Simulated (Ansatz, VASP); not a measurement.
# Two plane-wave programs on FeGe

```
Fe Ge
1.0
     4.64198    0.00000    0.00000
     0.00000    4.64198    0.00000
     0.00000    0.00000    4.64198
Fe Ge
4 4
Direct
  0.13442 0.13442 0.13442
  0.36558 0.86558 0.63442
  0.63442 0.36558 0.86558
  0.86558 0.63442 0.36558
  0.84143 0.84143 0.84143
  0.65857 0.15857 0.34143
  0.34143 0.65857 0.15857
  0.15857 0.34143 0.65857
```

Alike in both runs: functional PBEsol; k mesh 8 × 8 × 8; occupations gaussian, width 0.1 eV; collinear spin.

Ansatz relaxed the structure, and its values are those at the end. VASP's run is a single point on that final structure, the one shown.

|  | VASP | Ansatz |
| --- | --- | --- |
| version | VASP 6.6.1 | Ansatz 0.2.0 |
| potentials or method | VASP PAW PBE potentials, release 64 (Fe, Ge_d), cutoff 520 eV | scalar-relativistic, plane waves, PAW |
| valence electrons in the cell | 88 | 120 |

```csv
,VASP,Ansatz,Ansatz less VASP
gap on the k mesh at the Fermi level (eV),none,none,-
pressure (GPa),-4.7,-5.1,-0.36
rms of the force components (eV/Å),0.007,0.000,-0.0064
net moment per atom (μB),0.52,0.52,0.000
size of the moment on the site where the two differ most (μB),0.07,0.05,-0.025
```

VASP's potentials were made for PBE, not for PBEsol. Site moments also hang on the region over which each program counts them. A gap of «none» marks a metal or a gap that the smearing closes. The functional is the same, so the differences come from potentials, cutoffs and numerics. VASP's potentials hold 88 valence electrons a cell and Ansatz's 120, so a difference there can come from the potentials and not from the codes. Ansatz's warnings: stress scf threshold loose.
